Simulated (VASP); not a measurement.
# CoO (Fm-3m) in VASP: further runs

Runs on CoO. Level: PBE. Tasks: single point.

Program: VASP 6.6.1. These are calculated values, not measurements. Logs are shortened: lines on timing, memory, paths and dates and some standing lists are left out, and cuts for length are marked.

**1. The cell of the first run**

The structure is cubic, space group Fm-3m (No. 225). Conventional cell: a = 4.263 Å, b = 4.263 Å, c = 4.263 Å, α = 90.00°, β = 90.00°, γ = 90.00°. Within 2.8 Å of Co (site symmetry m-3m) lie 6 O at 2.13 Å. Within 2.8 Å of O (site symmetry m-3m) lie 6 Co at 2.13 Å.

**2. Single point, PBE, collinear spin, ferromagnetic start**

INCAR reads:

```
  PREC = Accurate
  ENCUT = 520
  EDIFF = 1E-7
  ISMEAR = 0
  SIGMA = 0.015
  LREAL = False
  LASPH = True
  NELM = 150
  ALGO = Normal
  ISIF = 2
  LWAVE = False
  LCHARG = False
  ISPIN = 2
  MAGMOM = 2 0
  LORBIT = 11
  LMAXMIX = 4
  GGA = PE
  NBANDS = 18
```

KPOINTS reads:

```
Automatic mesh
0
Gamma
  11 11 11
```

POSCAR reads:

```
CoO
1.0
    0.0000000000      2.1315000000      2.1315000000
    2.1315000000      0.0000000000      2.1315000000
    2.1315000000      2.1315000000      0.0000000000
Co O
1 1
Direct
    0.0000000000      0.0000000000      0.0000000000
    0.5000000000      0.5000000000      0.5000000000
```

Potentials or basis: VASP PAW PBE potentials, release 64 (Co, O).

On the command line:

```sh
> cat potpaw_PBE.64/Co/POTCAR potpaw_PBE.64/O/POTCAR > POTCAR
> mpirun -np 1 vasp_std > vasp.out
```

OUTCAR:

```text
PREC = Accurate
   ENCUT = 520
   EDIFF = 1E-7
   ISMEAR = 0
   LREAL = False
   LASPH = True
   NELM = 150
   ISIF = 2
   ISPIN = 2
   LORBIT = 11
   GGA = PE

 ion  position               nearest neighbor table
   1  0.000  0.000  0.000-   2 2.13   2 2.13   2 2.13   2 2.13   2 2.13   2 2.13
   2  0.500  0.500  0.500-   1 2.13   1 2.13   1 2.13   1 2.13   1 2.13   1 2.13

  LATTYP: Found a face centered cubic cell.
 ALAT       =     4.2630000000

  Lattice vectors:

 A1 = (   0.0000000000,   2.1315000000,   2.1315000000)
 A2 = (   2.1315000000,   0.0000000000,   2.1315000000)
 A3 = (   2.1315000000,   2.1315000000,   0.0000000000)

Analysis of symmetry for initial positions (statically):
[... 25 lines left out ...]
The dynamic configuration has the point symmetry O_h .

Analysis of structural, dynamic, and magnetic symmetry:
=====================================================================
 Subroutine PRICEL returns:
[... 7 lines left out ...]
 out of a pool of 48 trial point group operations.

The overall configuration has the point symmetry O_h .

 Subroutine INISYM returns: Found 48 space group operations
[... 5 lines left out ...]
                                     Primitive cell

  volume of cell :      19.3681

  direct lattice vectors                    reciprocal lattice vectors
     0.000000000  2.131500000  2.131500000    -0.234576589  0.234576589  0.234576589
     2.131500000  0.000000000  2.131500000     0.234576589 -0.234576589  0.234576589
     2.131500000  2.131500000  0.000000000     0.234576589  0.234576589 -0.234576589

  length of vectors
     3.014396208  3.014396208  3.014396208     0.406298571  0.406298571  0.406298571

  position of ions in fractional coordinates (direct lattice)
     0.000000000  0.000000000  0.000000000
     0.500000000  0.500000000  0.500000000

  ion indices of the primitive-cell ions
   primitive index   ion index
                 1           1
                 2           2

----------------------------------------------------------------------------------------

 KPOINTS: Automatic mesh

Automatic generation of k-mesh.
 Grid dimensions read from file:
 generate k-points for:   11   11   11

 Generating k-lattice:

  Cartesian coordinates                     Fractional coordinates (reciprocal lattice)
    -0.021325144  0.021325144  0.021325144     0.090909091  0.000000000  0.000000000
     0.021325144 -0.021325144  0.021325144     0.000000000  0.090909091  0.000000000
     0.021325144  0.021325144 -0.021325144     0.000000000  0.000000000  0.090909091

  Length of vectors
     0.036936234  0.036936234  0.036936234

  Shift w.r.t. Gamma in fractional coordinates (k-lattice)
[... 68 lines left out ...]
   EFERMI_NEDOS =   21; number of points for ismear=-14 and -15
   IALGO  =     38    algorithm
   IMIX   =      4    mixing-type and parameters
     AMIX     =   0.40;   BMIX     =  1.00
     AMIX_MAG =   1.60;   BMIX_MAG =  1.00
  volume/ion in A,a.u.               =       9.68        65.35
  Fermi-wavevector in a.u.,A,eV,Ry     =   1.503407  2.841027 30.752334  2.260233
  Thomas-Fermi vector in A             =   2.614521
   LORBIT       =     11    0 simple, 1 ext, 2 COOP (PROOUT), +10 PAW based schemes
   GGA     = PE    functional components
   LHFCALC =     F    Hartree Fock is set to
   AEXX    =    0.0000 exact exchange contribution
   IVDW    =     0    specifies the selected vdW correction
   LEPSILON=     F    determine dielectric tensor
   LRPA    =     F    only Hartree local field effects (RPA)
 spin polarized calculation
 Gauss-broadening in eV      SIGMA  =   0.01
  energy-cutoff  :      520.00
  volume of cell :       19.37
 maximum number of plane-waves:       534
   NGX = 11   NGY = 11   NGZ = 11

 number of electron      15.0000007 magnetization       2.9271188

 Free energy of the ion-electron system (eV)
  ---------------------------------------------------
  ext. energy  EPLUGINS =         0.00000000
  ---------------------------------------------------
  free energy    TOTEN  =       -13.04543010 eV

  energy without entropy =      -13.04482352  energy(sigma->0) =      -13.04512681

 E-fermi :   7.8879     XC(G=0): -12.3956

 val. band max:        7.8878249314   @ k =  -0.4545   0.0909   0.0000
 cond. band min:       7.8898673006   @ k =  -0.1818   0.2727   0.0909
 fundamental gap:      0.0020423692
 Fermi energy:         7.8878831952

 spin component 1

 k-point     1 :       0.0000    0.0000    0.0000
  band No.  band energies     occupation
      1     -12.2955      1.00000
      2       4.6041      1.00000
      3       4.6042      1.00000
      4       4.7677      1.00000
      5       4.7677      1.00000
      6       4.7677      1.00000
[... 493 lines left out ...]
     17      35.6114      0.00000
     18      37.4004      0.00000

 [... further k-points ...]

 spin component 2

 k-point     1 :       0.0000    0.0000    0.0000
  band No.  band energies     occupation
      1     -11.7828      1.00000
      2       5.3401      1.00000
      3       5.3401      1.00000
      4       5.3401      1.00000
      5       6.7816      1.00000
      6       6.7817      1.00000
[... 493 lines left out ...]
     17      36.2263      0.00000
     18      37.9879      0.00000

 [... further k-points ...]
[... 5 lines left out ...]
  --------------------------------------------------------------------------------------
  -------------------------------------------------------------------------------------
  Total       -0.2901696     -0.2901696     -0.2901696     -0.0000000      0.0000000     -0.0000000
  in kB      -24.0036036    -24.0036036    -24.0036036     -0.0000000      0.0000000     -0.0000000
  external PRESSURE =     -24.0036036 kB  Pullay stress =       0.0000000 kB

 VOLUME and BASIS-vectors are now :
 -----------------------------------------------------------------------------
  energy-cutoff  :      520.00
  volume of cell :       19.37
      direct lattice vectors                 reciprocal lattice vectors
     0.000000000  2.131500000  2.131500000    -0.234576589  0.234576589  0.234576589
     2.131500000  0.000000000  2.131500000     0.234576589 -0.234576589  0.234576589
     2.131500000  2.131500000  0.000000000     0.234576589  0.234576589 -0.234576589

 POSITION                                       TOTAL-FORCE (eV/Angst)
 -----------------------------------------------------------------------------------
      0.00000      0.00000      0.00000         0.000000      0.000000     -0.000000
      2.13150      2.13150      2.13150        -0.000000     -0.000000      0.000000
 -----------------------------------------------------------------------------------
    total drift:                                0.000000     -0.000000     -0.000000

  FREE ENERGIE OF THE ION-ELECTRON SYSTEM (eV)
  ---------------------------------------------------
  free  energy   TOTEN  =       -13.0454300974 eV

  energy  without entropy=      -13.0448235216  energy(sigma->0) =      -13.04512681

 total charge

# of ion       s       p       d       tot
------------------------------------------
    1        0.293   0.355   7.141   7.788
    2        1.556   3.423   0.000   4.979
--------------------------------------------------
tot          1.849   3.777   7.141  12.767

 magnetization (x)

# of ion       s       p       d       tot
------------------------------------------
    1        0.021   0.018   2.533   2.571
    2        0.029   0.277   0.000   0.306
--------------------------------------------------
tot          0.049   0.295   2.533   2.876
```

OSZICAR:

```text
N       E                     dE             d eps       ncg     rms          rms(c)
DAV:   1     0.777046018885E+02    0.77705E+02   -0.65255E+03  4168   0.954E+02
DAV:   2    -0.104238559809E+02   -0.88128E+02   -0.76073E+02  4286   0.221E+02
DAV:   3    -0.153928386293E+02   -0.49690E+01   -0.48209E+01  4776   0.560E+01
DAV:   4    -0.154439704760E+02   -0.51132E-01   -0.51090E-01  4908   0.540E+00
DAV:   5    -0.154451327193E+02   -0.11622E-02   -0.11620E-02  4918   0.809E-01    0.169E+01
DAV:   6    -0.143533219544E+02    0.10918E+01   -0.17240E+01  5194   0.609E+01    0.205E+01
DAV:   7    -0.131681798664E+02    0.11851E+01   -0.73670E+00  5036   0.477E+01    0.828E+00
DAV:   8    -0.130606031380E+02    0.10758E+00   -0.42671E-01  5694   0.998E+00    0.410E+00
DAV:   9    -0.130716606993E+02   -0.11058E-01   -0.25477E-01  6028   0.807E+00    0.300E+00
DAV:  10    -0.130455942009E+02    0.26066E-01   -0.11680E-01  5908   0.642E+00    0.354E-01
DAV:  11    -0.130455705063E+02    0.23695E-04   -0.13877E-02  5482   0.135E+00    0.346E-01
DAV:  12    -0.130454082389E+02    0.16227E-03   -0.14268E-03  5874   0.619E-01    0.423E-02
DAV:  13    -0.130454430695E+02   -0.34831E-04   -0.92304E-05  4890   0.924E-02    0.890E-02
DAV:  14    -0.130454314058E+02    0.11664E-04   -0.91963E-06  5954   0.353E-02    0.373E-02
DAV:  15    -0.130454299296E+02    0.14761E-05   -0.10780E-05  5778   0.598E-02    0.803E-03
DAV:  16    -0.130454300580E+02   -0.12833E-06   -0.19804E-06  6048   0.153E-02    0.254E-03
DAV:  17    -0.130454300974E+02   -0.39474E-07   -0.14025E-07  2998   0.522E-03
   1 F= -.13045430E+02 E0= -.13045127E+02  d E =-.606576E-03  mag=     2.9272
```

Wall time 39 s (1 thread of Intel Xeon Platinum 8488C (Sapphire Rapids), shared host); peak memory 0.17 GiB.

What came out:

```
Free energy                                           : -13.0454 eV
Pressure                                              : -2.4 GPa
Net moment                                            : 2.93 μB per cell
Site moments                                          : Co +2.57; O +0.31 μB
Valence electrons inside the program's atomic spheres : Co 7.79; O 4.98
```

Caveat: a cell with one magnetic atom can't hold antiferromagnetic order, which such compounds often take; semilocal functionals often make such compounds metallic where correlation or magnetic order opens a gap, which also shifts bond lengths. With open d or f shells a metallic result of PBE can be an artefact of self-interaction; +U or a hybrid may open a gap.

**3. Single point, PBE, collinear spin, ferromagnetic start**

INCAR reads:

```
PREC = Accurate ; ENCUT = 520
EDIFF = 1E-6 ; ISMEAR = 0
SIGMA = 0.014 ; LREAL = False
LASPH = True ; NELM = 150
ALGO = Normal ; ISIF = 2
LWAVE = False ; LCHARG = False
ISPIN = 2 ; MAGMOM = 2 0
LORBIT = 11 ; LMAXMIX = 4
GGA = PE ; NBANDS = 18
```

KPOINTS reads:

```
regular mesh
0
Gamma
  11 11 11
```

POSCAR is that of step 2.

Potentials or basis: VASP PAW PBE potentials, release 64 (Co, O).

On the command line:

```sh
> cat potpaw_PBE.64/Co/POTCAR potpaw_PBE.64/O/POTCAR > POTCAR
> mpirun -np 1 vasp_std > vasp.out
```

Run time: 32 s. Hardware: 1 thread of Intel Xeon Platinum 8488C (Sapphire Rapids), shared host; peak memory 0.16 GiB.

It converged, with:

| Property | Result |
| --- | --- |
| Free energy | -13.0454 eV |
| Pressure | -2.5 GPa |
| Net moment | 2.93 μB per cell |
| Site moments | Co +2.57; O +0.30 μB |
| Valence electrons inside the program's atomic spheres | Co 7.79; O 4.98 |

Levels at points of the mesh, in eV from the Fermi level:
Spin up:
```csv
k point,band 7,band 8,band 9,band 10,band 11,band 12
"(0.00, 0.00, 0.00)",-3.09,-3.09,-3.09,0.98,16.84,18.11
```
Spin down:
```tsv
k point	band 4	band 5	band 6	band 7	band 8	band 9
(0.00, 0.00, 0.00)	-2.55	-1.11	-1.11	-1.11	0.05	0.05
```

Caveat: a cell with one magnetic atom can't hold antiferromagnetic order, which such compounds often take; semilocal functionals often make such compounds metallic where correlation or magnetic order opens a gap, which also shifts bond lengths.
